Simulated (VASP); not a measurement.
Wanted: the native input for a VASP 6.6.1 run.

```yaml
Task: single point
Functional: r2SCAN
Potentials_or_basis: VASP PAW PBE potentials, release 64 (B, As)
Cutoff: 520 eV
k_mesh: 10 × 10 × 10
Occupations: gaussian, width 0.05 eV
Spin: no spin polarisation
Dipole_correction: no
Further_INCAR_settings: ALGO = Normal; EDIFF = 1e-07; NBANDS = 11
```

Crystal: BAs.

```xyz
2
Lattice="0.0000 2.2006 2.3919 2.2006 0.0000 2.3919 2.2006 2.2006 0.0000" Properties=species:S:1:pos:R:3 pbc="T T T"
B     0.0000    0.0000    0.0000
As    3.3008    3.3008    3.5879
```

This cell differs from its parent crystal: strain -0.080 along x and y, +0.000 along z.

One way to write it, as run:

POSCAR

```
BAs
1.0
    0.0000000000      2.2005638205      2.3919171962
    2.2005638205      0.0000000000      2.3919171962
    2.2005638205      2.2005638205      0.0000000000
B As
1 1
Direct
    0.0000000000      0.0000000000      0.0000000000
    0.7500000000      0.7500000000      0.7500000000
```

INCAR.step1

```
SYSTEM = BAs
  PREC = Accurate
  ENCUT = 520
  ISMEAR = 0
  SIGMA = 0.05
  LREAL = .False.
  LASPH = .True.
  NELM = 100
  NBANDS = 11
  GGA = PE
  ALGO = Normal
  EDIFF = 1E-4
  LWAVE = .True.
  LCHARG = .False.
```

INCAR.step2

```
SYSTEM = BAs
  PREC = Accurate
  ENCUT = 520
  EDIFF = 1E-7
  ISMEAR = 0
  SIGMA = 0.05
  LREAL = .False.
  LASPH = .True.
  NELM = 100
  ALGO = Normal
  ISIF = 2
  LWAVE = .False.
  LCHARG = .True.
  METAGGA = R2SCAN
  LMIXTAU = .True.
  LELF = .True.
  LVHAR = .True.
  NBANDS = 11
  ISTART = 1
```

KPOINTS

```
Automatic mesh
0
Gamma
  10 10 10
  0 0 0
```

Potentials or basis: VASP PAW PBE potentials, release 64 (B, As).

Run with:

```console
$ cat potpaw_PBE.64/B/POTCAR potpaw_PBE.64/As/POTCAR > POTCAR
$ cp INCAR.step1 INCAR
$ mpirun -np 1 vasp_std > vasp.out
$ cp INCAR.step2 INCAR
$ mpirun -np 1 vasp_std > vasp.out
```

Results of the run:

```
Pressure               : 33.5 GPa
Band gap on the k mesh : 0.45 eV (least direct gap 3.17 eV)
```

Caveat: the cell differs from its parent crystal (strain -0.080 along x and y, +0.000 along z); the cell stands under pressure; the PAW data sets were made with another functional, which shifts forces and pressure a little.

Wall time 54 s on 1 thread of AMD EPYC 9R45 96-Core Processor (Zen 5), with other jobs on the host, peak memory 0.13 GiB.
